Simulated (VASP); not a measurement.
# CsTlF4 (Pbcm) in VASP: electric field gradients with PBE

Aim: the electric field gradients of CsTlF4 with PBE.

Everything below comes from runs of VASP 6.6.1. Logs are shortened: lines on timing, memory, paths and dates and some standing lists are left out, and cuts for length are marked.

## 1. The cell of the first run

It takes space group Pbcm (No. 57, orthorhombic). The conventional cell has a = 6.564 Å, b = 8.458 Å, c = 8.542 Å, α = 90.00°, β = 90.00°, γ = 90.00°. Within 3.9 Å of Cs (site symmetry m) lie 10 F at 2.97 to 3.72 Å. Within 2.7 Å of Tl (site symmetry -1) lie 6 F at 2.07 to 2.25 Å. Within 2.7 Å of F (site symmetry 1) lie 1 Tl at 2.07 Å. F (site symmetry m) has 2 Tl at 2.24 Å and 2 F at 2.95 Å within 3.0 Å. Within 3.0 Å of F (site symmetry 2) lie 2 Tl at 2.25 Å and 2 F at 2.96 Å.

## 2. Electric field gradients, PBE

Contents of INCAR:

```
SYSTEM = CsTlF4
  PREC = Accurate
  ENCUT = 520
  EDIFF = 1E-8
  ISMEAR = -1
  SIGMA = 0.02
  LREAL = Auto
  LASPH = .TRUE.
  NELM = 100
  ALGO = Normal
  ISIF = 2
  LWAVE = .FALSE.
  LCHARG = .FALSE.
  GGA = PE
  LEFG = .TRUE.
  NBANDS = 118
```

Contents of KPOINTS:

```
regular mesh
0
G
  3 3 3
  0 0 0
```

Contents of POSCAR:

```
CsTlF4
1.0
    6.5644075700      0.0000000000      0.0000000000
    0.0000000000      8.4582358200      0.0000000000
    0.0000000000      0.0000000000      8.5415860600
Cs Tl F
4 4 16
Direct
    0.4834192200      0.8022325300      0.2500000000
    0.5165807800      0.1977674700      0.7500000000
    0.5165807800      0.3022325300      0.2500000000
    0.4834192200      0.6977674700      0.7500000000
    0.0000000000      0.0000000000      0.5000000000
    0.0000000000      0.0000000000      0.0000000000
    0.0000000000      0.5000000000      0.5000000000
    0.0000000000      0.5000000000      0.0000000000
    0.7055233900      0.9324234200      0.5563337100
    0.2944766100      0.0675765800      0.0563337100
    0.2944766100      0.4324234200      0.5563337100
    0.7055233900      0.5675765800      0.0563337100
    0.9024845200      0.9798175900      0.2500000000
    0.0975154800      0.0201824100      0.7500000000
    0.0975154800      0.4798175900      0.2500000000
    0.9024845200      0.5201824100      0.7500000000
    0.8820638300      0.2500000000      0.5000000000
    0.1179361700      0.7500000000      0.0000000000
    0.1179361700      0.7500000000      0.5000000000
    0.8820638300      0.2500000000      0.0000000000
    0.7055233900      0.5675765800      0.4436662900
    0.2944766100      0.4324234200      0.9436662900
    0.2944766100      0.0675765800      0.4436662900
    0.7055233900      0.9324234200      0.9436662900
```

Potentials or basis: VASP PAW PBE potentials, release 64 (Cs_sv, Tl_d, F).

Started as:

```console
$ cat potpaw_PBE.64/Cs_sv/POTCAR potpaw_PBE.64/Tl_d/POTCAR potpaw_PBE.64/F/POTCAR > POTCAR
$ mpirun -np 1 vasp_std > vasp.out
```

OUTCAR:

```text
SYSTEM = CsTlF4
   PREC = Accurate
   ENCUT = 520
   EDIFF = 1E-8
   ISMEAR = -1
   LREAL = Auto
   LASPH = .TRUE.
   NELM = 100
   ISIF = 2
   GGA = PE

 ion  position               nearest neighbor table
   1  0.483  0.802  0.250-
   2  0.517  0.198  0.750-
   3  0.517  0.302  0.250-
   4  0.483  0.698  0.750-
   5  0.000  0.000  0.500-   9 2.07  23 2.07  14 2.24  13 2.24  19 2.25  17 2.25
   6  0.000  0.000  0.000-  10 2.07  24 2.07  14 2.24  13 2.24  20 2.25  18 2.25
   7  0.000  0.500  0.500-  11 2.07  21 2.07  16 2.24  15 2.24  19 2.25  17 2.25
   8  0.000  0.500  0.000-  12 2.07  22 2.07  16 2.24  15 2.24  20 2.25  18 2.25
   9  0.706  0.932  0.556-   5 2.07
  10  0.294  0.068  0.056-   6 2.07
  11  0.294  0.432  0.556-   7 2.07
  12  0.706  0.568  0.056-   8 2.07
  13  0.902  0.980  0.250-   5 2.24   6 2.24
  14  0.098  0.020  0.750-   5 2.24   6 2.24
  15  0.098  0.480  0.250-   7 2.24   8 2.24
  16  0.902  0.520  0.750-   7 2.24   8 2.24
  17  0.882  0.250  0.500-   5 2.25   7 2.25
  18  0.118  0.750  0.000-   6 2.25   8 2.25
  19  0.118  0.750  0.500-   5 2.25   7 2.25
  20  0.882  0.250  0.000-   6 2.25   8 2.25
  21  0.706  0.568  0.444-   7 2.07
  22  0.294  0.432  0.944-   8 2.07
  23  0.294  0.068  0.444-   5 2.07
  24  0.706  0.932  0.944-   6 2.07

  LATTYP: Found a simple orthorhombic cell.
 ALAT       =     6.5644075700
 B/A-ratio  =     1.2884994921
 C/A-ratio  =     1.3011967903

  Lattice vectors:

 A1 = (   6.5644075700,   0.0000000000,   0.0000000000)
 A2 = (   0.0000000000,   8.4582358200,   0.0000000000)
 A3 = (   0.0000000000,   0.0000000000,   8.5415860600)

Analysis of symmetry for initial positions (statically):
=====================================================================
 Subroutine PRICEL returns:
 Original cell was already a primitive cell.

 Routine SETGRP: Setting up the symmetry group for a
 simple orthorhombic supercell.

 Subroutine GETGRP returns: Found  8 space group operations
 (whereof  2 operations were pure point group operations)
 out of a pool of  8 trial point group operations.

[... 204 lines left out ...]
      5     -21.5860      2.00000
      6     -21.5849      2.00000
[... 909 lines left out ...]
    111       7.6670      0.00000
    112       7.8518      0.00000
 [bands above 112 left out]

------------------------ aborting loop because EDIFF is reached ----------------------------------------

  FORCE on cell =-STRESS in cart. coord.  units (eV):
  Direction    XX          YY          ZZ          XY          YZ          ZX
  --------------------------------------------------------------------------------------
  -------------------------------------------------------------------------------------
  Total        9.3600345      7.9650753      8.0524854     -0.0000000      0.0000000      0.0000000
  in kB       31.6208970     26.9083222     27.2036187     -0.0000000      0.0000000      0.0000000
  external PRESSURE =      28.5776127 kB  Pullay stress =       0.0000000 kB

 VOLUME and BASIS-vectors are now :
 -----------------------------------------------------------------------------
  energy-cutoff  :      520.00
  volume of cell :      474.26
      direct lattice vectors                 reciprocal lattice vectors
     6.564407570  0.000000000  0.000000000     0.152336672  0.000000000  0.000000000
     0.000000000  8.458235820  0.000000000     0.000000000  0.118227964  0.000000000
     0.000000000  0.000000000  8.541586060     0.000000000  0.000000000  0.117074276

 POSITION                                       TOTAL-FORCE (eV/Angst)
 -----------------------------------------------------------------------------------
      3.17336      6.78547      2.13540         0.005581     -0.014878      0.000000
      3.39105      1.67276      6.40619        -0.005581      0.014878      0.000000
      3.39105      2.55635      2.13540        -0.005581     -0.014878      0.000000
      3.17336      5.90188      6.40619         0.005581      0.014878      0.000000
      0.00000      0.00000      4.27079         0.000000     -0.000000      0.000000
      0.00000      0.00000      0.00000         0.000000     -0.000000      0.000000
[... 16 lines left out ...]
      1.93306      0.57158      3.78961         0.308793      0.088834     -0.076965
      4.63134      7.88666      8.06041        -0.308793     -0.088834     -0.076965
 -----------------------------------------------------------------------------------
    total drift:                                0.000000      0.000000     -0.000000

  FREE ENERGIE OF THE ION-ELECTRON SYSTEM (eV)
  ---------------------------------------------------
  free  energy   TOTEN  =       -93.9832089596 eV

  energy  without entropy=      -93.9832089596  energy(sigma->0) =      -93.98320896

 Electric field gradients (V/A^2)
---------------------------------------------------------------------
 ion       V_xx      V_yy      V_zz      V_xy      V_xz      V_yz
---------------------------------------------------------------------
   1      -4.759    17.165   -12.406    46.229     0.000    -0.000
   2      -4.759    17.165   -12.406    46.229     0.000    -0.000
   3      -4.759    17.165   -12.406   -46.229    -0.000    -0.000
   4      -4.759    17.165   -12.406   -46.229     0.000    -0.000
   5    -254.824   133.251   121.573  -104.137    79.064    28.744
   6    -254.824   133.251   121.573  -104.137   -79.064   -28.744
[... 16 lines left out ...]
  23     123.858   -60.303   -63.555    59.454   -48.910   -12.005
  24     123.858   -60.303   -63.555    59.454    48.910    12.005
---------------------------------------------------------------------

 Electric field gradients after diagonalization (V/A^2)
 (convention: |V_zz| > |V_xx| > |V_yy|)
----------------------------------------------------------------------
 ion       V_xx      V_yy      V_zz     asymmetry (V_yy - V_xx)/ V_zz
----------------------------------------------------------------------
   1     -41.308   -12.406    53.714       0.538
   2     -41.308   -12.406    53.714       0.538
   3     -41.308   -12.406    53.714       0.538
   4     -41.308   -12.406    53.714       0.538
   5     162.387   135.325  -297.712       0.091
   6     162.387   135.325  -297.712       0.091
[... 16 lines left out ...]
  23     -79.135   -73.934   153.069       0.034
  24     -79.135   -73.934   153.069       0.034
----------------------------------------------------------------------

           NMR quadrupolar parameters

 Cq : quadrupolar parameter    Cq=e*Q*V_zz/h
 eta: asymmetry parameters     (V_yy - V_xx)/ V_zz
 Q  : nuclear electric quadrupole moment in mb (millibarn)
----------------------------------------------------------------------
 ion       Cq(MHz)       eta       Q (mb)
----------------------------------------------------------------------
   1       0.130       0.538       1.000
   2       0.130       0.538       1.000
   3       0.130       0.538       1.000
   4       0.130       0.538       1.000
   5      -0.720       0.091       1.000
   6      -0.720       0.091       1.000
[... 16 lines left out ...]
  23       0.370       0.034       1.000
  24       0.370       0.034       1.000
----------------------------------------------------------------------
```

stdout:

```text
POSCAR found type information on POSCAR CsTlF
 POSCAR found :  3 types and      24 ions
 scaLAPACK will be used
 LDA part: xc-table for (Slater+PW92), standard interpolation
 POSCAR, INCAR and KPOINTS ok, starting setup
 FFT: planning ... GRIDC
 FFT: planning ... GRID_SOFT
 FFT: planning ... GRID
 WAVECAR not read
 entering main loop
ion   1

ion   2

ion   3

ion   4

ion   5
     0.0000685    -1.2921990     0.2631856     1.3066106     1.0454790    -2.1767483
     0.0000943    -1.2921990     0.2631856     1.3066105     1.0454790    -2.1767483
     0.0001298    -1.2921989     0.2631856     1.3066105     1.0454789    -2.1767482
     0.0001788    -1.2921989     0.2631856     1.3066104     1.0454789    -2.1767480
[... 121 lines left out ...]
ion  23
     0.0000310   -13.7419316     2.8118191    12.8338503    11.2733355   -21.4791753
     0.0000427   -13.7419315     2.8118191    12.8338502    11.2733354   -21.4791751
     0.0000588   -13.7419313     2.8118191    12.8338500    11.2733352   -21.4791748
     0.0000810   -13.7419309     2.8118190    12.8338496    11.2733349   -21.4791741

     0.0000310   -53.6395187    10.8453178    49.7947526    44.0608136   -83.3613375
     0.0000427   -53.6395051    10.8453151    49.7947400    44.0608025   -83.3613164
     0.0000588   -53.6394821    10.8453104    49.7947187    44.0607835   -83.3612807
     0.0000810   -53.6394435    10.8453027    49.7
```

Run time: 13 min. Hardware: 1 thread of AMD EPYC 7R13 (Zen 3), shared host; peak memory 0.6 GiB.

What came out:

```yaml
Free_energy: -93.9832 eV
Pressure: 2.9 GPa
Largest_force: 0.330 eV/Å
Band_gap_on_the_k_mesh: 2.92 eV (least direct gap 2.97 eV)
Largest_electric_field_gradient_by_atom: Cs +53.7; Tl -297.7; F +153.1, +121.3, +112.7 (each value once) V/Å²
```

Forces in eV/Å, atoms in the order of the input:
```
Cs   0.006 -0.015  0.000
Cs  -0.006  0.015  0.000
Cs  -0.006 -0.015  0.000
Cs   0.006  0.015  0.000
Tl   0.000  0.000  0.000
Tl   0.000  0.000  0.000
Tl   0.000  0.000  0.000
Tl   0.000  0.000  0.000
F   -0.309 -0.089  0.077
F    0.309  0.089  0.077
F    0.309 -0.089  0.077
F   -0.309  0.089  0.077
F   -0.138 -0.034  0.000
F    0.138  0.034  0.000
F    0.138 -0.034  0.000
F   -0.138  0.034  0.000
F   -0.177  0.000  0.000
F    0.177  0.000  0.000
F    0.177  0.000  0.000
F   -0.177  0.000  0.000
F   -0.309  0.089 -0.077
F    0.309 -0.089 -0.077
F    0.309  0.089 -0.077
F   -0.309 -0.089 -0.077
```

Electric field gradients, principal values (V/Å²):
```tsv
atom	least	middle	greatest (by size)
1 Cs	-12.406	-41.308	53.714
2 Cs	-12.406	-41.308	53.714
3 Cs	-12.406	-41.308	53.714
4 Cs	-12.406	-41.308	53.714
5 Tl	135.325	162.387	-297.712
6 Tl	135.325	162.387	-297.712
7 Tl	135.325	162.387	-297.712
8 Tl	135.325	162.387	-297.712
9 F	-73.934	-79.135	153.069
10 F	-73.934	-79.135	153.069
11 F	-73.934	-79.135	153.069
12 F	-73.934	-79.135	153.069
13 F	-46.646	-74.663	121.309
14 F	-46.646	-74.663	121.309
15 F	-46.646	-74.663	121.309
16 F	-46.646	-74.663	121.309
17 F	-39.829	-72.856	112.685
18 F	-39.829	-72.856	112.685
19 F	-39.829	-72.856	112.685
20 F	-39.829	-72.856	112.685
21 F	-73.934	-79.135	153.069
22 F	-73.934	-79.135	153.069
23 F	-73.934	-79.135	153.069
24 F	-73.934	-79.135	153.069
```

Caveat: without QUAD_EFG the Cq values of the log hold for a quadrupole moment of 1 mb, not for the nuclei; spin-orbit coupling is left out, which moves the levels of the heavy elements; an odd mesh through Γ misses points on the zone boundary, where band edges can lie.
